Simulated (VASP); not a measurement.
# MgO (db) (Fm-3m) in VASP: vibrations by perturbation theory with PBE

Aim: the vibrations by perturbation theory of MgO (db) with PBE.

Everything below comes from runs of VASP 6.6.1. Logs are shortened: lines on timing, memory, paths and dates and some standing lists are left out, and cuts for length are marked.

## Step 1: The cell of the first run

It takes space group Fm-3m (No. 225, cubic). The conventional cell has a = 4.217 Å, b = 4.217 Å, c = 4.217 Å, α = 90.00°, β = 90.00°, γ = 90.00°. Mg (site symmetry m-3m) has 6 O at 2.11 Å within 2.8 Å. O (site symmetry m-3m) has 6 Mg at 2.11 Å within 2.8 Å.

## Step 2: Vibrations by perturbation theory, PBE

The input, INCAR:

```
ALGO = Normal
EDIFF = 1E-8
ENCUT = 520
GGA = PE
IBRION = 8
ISIF = 2
ISMEAR = 0
LASPH = T
LCHARG = F
LEPSILON = T
LREAL = F
LWAVE = F
NELM = 100
NSW = 1
PREC = Accurate
SIGMA = 0.01
```

The input, KPOINTS:

```
k-points
0
Gamma
  10 10 10
```

The input, POSCAR:

```
MgO
1.0
    0.0000000000      2.1085000000      2.1085000000
    2.1085000000      0.0000000000      2.1085000000
    2.1085000000      2.1085000000      0.0000000000
Mg O
1 1
Direct
    0.0000000000      0.0000000000      0.0000000000
    0.5000000000      0.5000000000      0.5000000000
```

Potentials or basis: VASP PAW PBE potentials, release 64 (Mg, O).

Started as:

```bash
$ cat potpaw_PBE.64/Mg/POTCAR potpaw_PBE.64/O/POTCAR > POTCAR
$ mpirun -np 1 vasp_std > vasp.out
```

OUTCAR:

```text
EDIFF = 1E-8
   ENCUT = 520
   GGA = PE
   IBRION = 8
   ISIF = 2
   ISMEAR = 0
   LASPH = T
   LEPSILON = T
   LREAL = F
   NELM = 100
   NSW = 1
   PREC = Accurate

 ion  position               nearest neighbor table
   1  0.000  0.000  0.000-   2 2.11   2 2.11   2 2.11   2 2.11   2 2.11   2 2.11
   2  0.500  0.500  0.500-   1 2.11   1 2.11   1 2.11   1 2.11   1 2.11   1 2.11

  LATTYP: Found a face centered cubic cell.
 ALAT       =     4.2170000000

  Lattice vectors:

 A1 = (   0.0000000000,   2.1085000000,   2.1085000000)
 A2 = (   2.1085000000,   0.0000000000,   2.1085000000)
 A3 = (   2.1085000000,   2.1085000000,   0.0000000000)

Analysis of symmetry for initial positions (statically):
=====================================================================
 Subroutine PRICEL returns:
 Original cell was already a primitive cell.

 Routine SETGRP: Setting up the symmetry group for a
 face centered cubic supercell.

 Subroutine GETGRP returns: Found 48 space group operations
 (whereof 48 operations were pure point group operations)
 out of a pool of 48 trial point group operations.

The static configuration has the point symmetry O_h .

Analysis of symmetry for dynamics (positions and initial velocities):
=====================================================================
 Subroutine PRICEL returns:
 Original cell was already a primitive cell.

 Routine SETGRP: Setting up the symmetry group for a
 face centered cubic supercell.

 Subroutine GETGRP returns: Found 48 space group operations
 (whereof 48 operations were pure point group operations)
 out of a pool of 48 trial point group operations.

The dynamic configuration has the point symmetry O_h .

 Subroutine INISYM returns: Found 48 space group operations
 (whereof 48 operations are pure point group operations),
 and found     1 'primitive' translations

----------------------------------------------------------------------------------------

                                     Primitive cell

  volume of cell :      18.7478

  direct lattice vectors                    reciprocal lattice vectors
     0.000000000  2.108500000  2.108500000    -0.237135404  0.237135404  0.237135404
     2.108500000  0.000000000  2.108500000     0.237135404 -0.237135404  0.237135404
     2.108500000  2.108500000  0.000000000     0.237135404  0.237135404 -0.237135404

  length of vectors
     2.981869296  2.981869296  2.981869296     0.410730569  0.410730569  0.410730569

  position of ions in fractional coordinates (direct lattice)
     0.000000000  0.000000000  0.000000000
     0.500000000  0.500000000  0.500000000

  ion indices of the primitive-cell ions
   primitive index   ion index
                 1           1
                 2           2

----------------------------------------------------------------------------------------

 KPOINTS: k-points

Automatic generation of k-mesh.
 Grid dimensions read from file:
 generate k-points for:   10   10   10

 Generating k-lattice:

  Cartesian coordinates                     Fractional coordinates (reciprocal lattice)
[... 412 lines left out ...]

 Free energy of the ion-electron system (eV)
  ---------------------------------------------------
  ---------------------------------------------------
  free energy    TOTEN  =        -0.12214586 eV

  energy without entropy =       -0.12214586

------------------------ aborting loop because EDIFF is reached ----------------------------------------

--------------------------------------- Ionic step        2  -------------------------------------------

------------------------ aborting loop because EDIFF is reached ----------------------------------------

--------------------------------------- Ionic step        3  -------------------------------------------

------------------------ aborting loop because EDIFF is reached ----------------------------------------

 PIEZOELECTRIC TENSOR FIELD DIRECTION 3  (e Angst)
 -----------------------------------------------------------------------------
    -0.00015  0.00000 -0.00000           ( -0.00001  0.00000 -0.00000)
     0.00000 -0.00015 -0.00000           (  0.00000 -0.00001  0.00000)
    -0.00000 -0.00000 -0.00017           ( -0.00000  0.00000 -0.00001)

 PIEZOELECTRIC TENSOR FIELD DIRECTION 3  (C/m^2)
 -----------------------------------------------------------------------------
    -0.00013  0.00000 -0.00000
     0.00000 -0.00013 -0.00000
    -0.00000 -0.00000 -0.00014

--------------------------------------- Ionic step        4  -------------------------------------------

------------------------ aborting loop because EDIFF is reached ----------------------------------------

[... ionic steps 5 to 6 ...]

--------------------------------------- Ionic step        7  -------------------------------------------

 Free energy of the ion-electron system (eV)
  ---------------------------------------------------
  ---------------------------------------------------
  free energy    TOTEN  =        -0.36005368 eV

  energy without entropy =       -0.36005368

------------------------ aborting loop because EDIFF is reached ----------------------------------------

 INTERNAL STRAIN TENSOR  FOR ION    2  DIRECTION 1   (eV/Angst):
 -----------------------------------------------------------------------------
    -0.00469  0.00000  0.00000
     0.00000  0.00694  0.00000
     0.00000  0.00000  0.00694

 MACROSCOPIC STATIC DIELECTRIC TENSOR (including local field effects in DFT)
 ------------------------------------------------------
           3.136476    -0.000000    -0.000000
           0.000000     3.136476    -0.000000
          -0.000000    -0.000000     3.136476
 ------------------------------------------------------

 PIEZOELECTRIC TENSOR (including local field effects)  for field in x, y, z        (e  Angst)
          XX          YY          ZZ          XY          YZ          ZX
  --------------------------------------------------------------------------------
  x     0.00000     0.00000     0.00000     0.00000     0.00000     0.00000
  y     0.00000     0.00000     0.00000     0.00000     0.00000     0.00000
  z     0.00000     0.00000     0.00000     0.00000     0.00000     0.00000

 PIEZOELECTRIC TENSOR (including local field effects)  for field in x, y, z        (C/m^2)
          XX          YY          ZZ          XY          YZ          ZX
  --------------------------------------------------------------------------------
  x     0.00000     0.00000     0.00000     0.00000     0.00000     0.00000
  y     0.00000     0.00000     0.00000     0.00000     0.00000     0.00000
  z     0.00000     0.00000     0.00000     0.00000     0.00000     0.00000

 BORN EFFECTIVE CHARGES (including local field effects) (in |e|, cummulative output)
 ---------------------------------------------------------------------------------
 ion    1
    1     1.97059     0.00000     0.00000
    2    -0.00000     1.97059     0.00000
    3    -0.00000     0.00000     1.97059
 ion    2
    1    -1.97059     0.00000     0.00000
    2     0.00000    -1.97059    -0.00000
    3     0.00000     0.00000    -1.97059

 INTERNAL STRAIN TENSOR FOR ION    2 for displacements in x,y,z  (eV/Angst):
          X           Y           Z          XY          YZ          ZX
  --------------------------------------------------------------------------------
  x     0.00000     0.00000     0.00000     0.00000     0.00000     0.00000
  y     0.00000     0.00000     0.00000     0.00000     0.00000     0.00000
  z     0.00000     0.00000     0.00000     0.00000     0.00000     0.00000

 SECOND DERIVATIVES (NOT SYMMETRIZED)
 ------------------------------------
               1X          1Y          1Z          2X          2Y          2Z
  1X    -5.447333    0.000000    0.000000    5.447333    0.000000    0.000000
  1Y     0.000000   -5.447333    0.000000    0.000000    5.447333    0.000000
  1Z     0.000000    0.000000   -5.447333    0.000000    0.000000    5.447333
  2X     5.470242    0.000000    0.000000   -5.470242    0.000000    0.000000
  2Y     0.000000    5.470242    0.000000    0.000000   -5.470242    0.000000
  2Z     0.000000    0.000000    5.470242    0.000000    0.000000   -5.470242

 Eigenvectors and eigenvalues of the dynamical matrix
 ----------------------------------------------------

   1 f  =   11.761550 THz    73.900000 2PiTHz  392.323087 cm-1    48.641842 meV
             X         Y         Z           dx          dy          dz
      0.000000  0.000000  0.000000     0.192714    0.599025    0.000000
      2.108500  2.108500  2.108500    -0.238019   -0.739850    0.000000
[... 21 lines left out ...]
   6 f/i=    0.012070 THz     0.075839 2PiTHz    0.402616 cm-1     0.049918 meV
             X         Y         Z           dx          dy          dz
      0.000000  0.000000  0.000000    -0.549559    0.549559    0.000000
      2.108500  2.108500  2.108500    -0.444955    0.444955    0.000000

--------------------------------------------------------------------------------------------------------

 MACROSCOPIC STATIC DIELECTRIC TENSOR IONIC CONTRIBUTION
 ------------------------------------------------------
           6.866079    -0.000000     0.000000
          -0.000000     6.866079    -0.000000
           0.000000    -0.000000     6.866079
 ------------------------------------------------------

 ELASTIC MODULI CONTR FROM IONIC RELAXATION (kBar)
 Direction    XX          YY          ZZ          XY          YZ          ZX
 --------------------------------------------------------------------------------
 XX           0.0000      0.0000      0.0000      0.0000      0.0000      0.0000
 YY           0.0000      0.0000      0.0000      0.0000      0.0000      0.0000
 ZZ           0.0000      0.0000      0.0000      0.0000      0.0000      0.0000
 XY           0.0000      0.0000      0.0000      0.0000      0.0000      0.0000
 YZ           0.0000      0.0000      0.0000      0.0000      0.0000      0.0000
 ZX           0.0000      0.0000      0.0000      0.0000      0.0000      0.0000
 --------------------------------------------------------------------------------

 PIEZOELECTRIC TENSOR IONIC CONTR  for field in x, y, z        (C/m^2)
          XX          YY          ZZ          XY          YZ          ZX
  --------------------------------------------------------------------------------
  x     0.00000     0.00000     0.00000     0.00000     0.00000     0.00000
  y     0.00000     0.00000     0.00000     0.00000     0.00000     0.00000
  z     0.00000     0.00000     0.00000     0.00000     0.00000     0.00000
```

It took 2.8 min on 1 thread of Intel Xeon 8259CL, shared host; peak memory 0.19 GiB.

What came out:

```yaml
Electronic_dielectric_tensor_diagonal: 3.14
Born_charges_mean_of_the_diagonal: Mg +1.97; O -1.97 e
Highest_phonon_frequency_at_Γ_LO-TO_splitting_left_out: 392 cm⁻¹
```

Phonon frequencies in cm⁻¹ (negative: imaginary):
```tsv
q point	frequencies
(0.000, 0.000, 0.000)	0 0 0 392 392 392
```

Electronic dielectric tensor:
```
3.14 0.00 0.00
0.00 3.14 0.00
0.00 0.00 3.14
```

Born effective charge tensors (e):
atom 1, Mg
```
1.97 0.00 0.00
0.00 1.97 0.00
0.00 0.00 1.97
```
atom 2, O
```
-1.97  0.00  0.00
 0.00 -1.97  0.00
 0.00  0.00 -1.97
```

Caveat: the cell wasn't relaxed at this level first, which shifts response properties.
